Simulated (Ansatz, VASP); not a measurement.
# Zr3SeS2 in VASP and in Ansatz

```
CELL_PARAMETERS angstrom
3.11889 -5.66484 0.00000
3.11889 5.66484 0.00000
0.00000 0.00000 3.85317
ATOMIC_POSITIONS crystal
Zr 0.00000 0.50000 0.00000
Zr 0.50000 0.00000 0.00000
Zr 0.50000 0.50000 0.50000
Se 0.00000 0.00000 0.50000
S 0.28142 0.71858 0.50000
S 0.71858 0.28142 0.50000
```

Alike in both runs: functional PBE; k mesh 8 × 8 × 10; occupations gaussian, width 0.1 eV; no spin polarisation.

Ansatz relaxed the structure, and its values are those at the end. VASP's run is a single point on that final structure, the one shown.

|  | VASP | Ansatz |
| --- | --- | --- |
| version | VASP 6.6.1 | Ansatz 0.2.0 |
| potentials or method | VASP PAW PBE potentials, release 64 (Zr_sv, Se, S), cutoff 520 eV | scalar-relativistic, plane waves, PAW |
| valence electrons in the cell | 54 | 64 |

|  | VASP | Ansatz | Ansatz less VASP |
| --- | --- | --- | --- |
| gap on the k mesh at the Fermi level (eV) | none | none | - |
| pressure (GPa) | 0.0 | 0.0 | -0.01 |

A gap of «none» marks a metal or a gap that the smearing closes. VASP's potentials hold 54 valence electrons a cell and Ansatz's 64, so a difference there can come from the potentials and not from the codes.
